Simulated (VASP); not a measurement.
Wanted: the native input for a VASP 6.6.1 run.

| Item | Value |
| --- | --- |
| Task | single point |
| Functional | r2SCAN |
| Potentials or basis | VASP PAW PBE potentials, release 64 (B, N) |
| Cutoff | 520 eV |
| k mesh | 12 × 12 × 6 |
| Occupations | gaussian, width 0.05 eV |
| Spin | no spin polarisation |
| Dipole correction | no |
| Further INCAR settings | ALGO = Normal; EDIFF = 1e-07; NBANDS = 16 |

Crystal: BN.

```
B N
1.0
     2.65845    0.00000    0.00000
    -1.32922    2.30228    0.00000
     0.00000    0.00000    4.20774
B N
2 2
Direct
  0.66667 0.33333 0.99980
  0.33333 0.66667 0.49980
  0.66667 0.33333 0.62520
  0.33333 0.66667 0.12520
```

This cell differs from its parent crystal: strain +0.0450 x Voigt [1, 1, 0, 0, 0, 0].

The input as run:

POSCAR

```
BN
1.0
    2.6584450168      0.0000000000      0.0000000000
   -1.3292225084      2.3022809191      0.0000000000
    0.0000000000      0.0000000000      4.2077449317
B N
2 2
Direct
    0.6666666667      0.3333333333      0.9997995909
    0.3333333333      0.6666666667      0.4997995909
    0.6666666667      0.3333333333      0.6252004091
    0.3333333333      0.6666666667      0.1252004091
```

INCAR.step1

```
SYSTEM = BN
PREC = Accurate ; ENCUT = 520
ISMEAR = 0 ; SIGMA = 0.05
LREAL = .False. ; LASPH = .True.
NELM = 80 ; NBANDS = 16
GGA = PE ; ALGO = Normal
EDIFF = 1E-4 ; LWAVE = .True.
LCHARG = .False.
```

INCAR.step2

```
SYSTEM = BN
PREC = Accurate ; ENCUT = 520
EDIFF = 1E-7 ; ISMEAR = 0
SIGMA = 0.05 ; LREAL = .False.
LASPH = .True. ; NELM = 80
ALGO = Normal ; ISIF = 2
LWAVE = .False. ; LCHARG = .False.
METAGGA = R2SCAN ; LMIXTAU = .True.
NBANDS = 16 ; ISTART = 1
```

KPOINTS

```
regular mesh
0
Gamma
  12 12 6
  0 0 0
```

Potentials or basis: VASP PAW PBE potentials, release 64 (B, N).

Run with:

```sh
$ cat potpaw_PBE.64/B/POTCAR potpaw_PBE.64/N/POTCAR > POTCAR
$ cp INCAR.step1 INCAR
$ mpirun -np 1 vasp_std > vasp.out
$ cp INCAR.step2 INCAR
$ mpirun -np 1 vasp_std > vasp.out
```

It gave:

```yaml
Pressure: -27.6 GPa
Largest_force: 0.044 eV/Å
Band_gap_on_the_k_mesh: 5.95 eV, indirect (least direct gap 8.14 eV)
```

Caveat: the cell differs from its parent crystal (strain +0.0450 x Voigt [1, 1, 0, 0, 0, 0]); the PAW data sets were made with another functional, which shifts forces and pressure a little.

It took 64 s on 1 thread of Intel Xeon 6975P-C, on a shared host, peak memory 0.15 GiB.
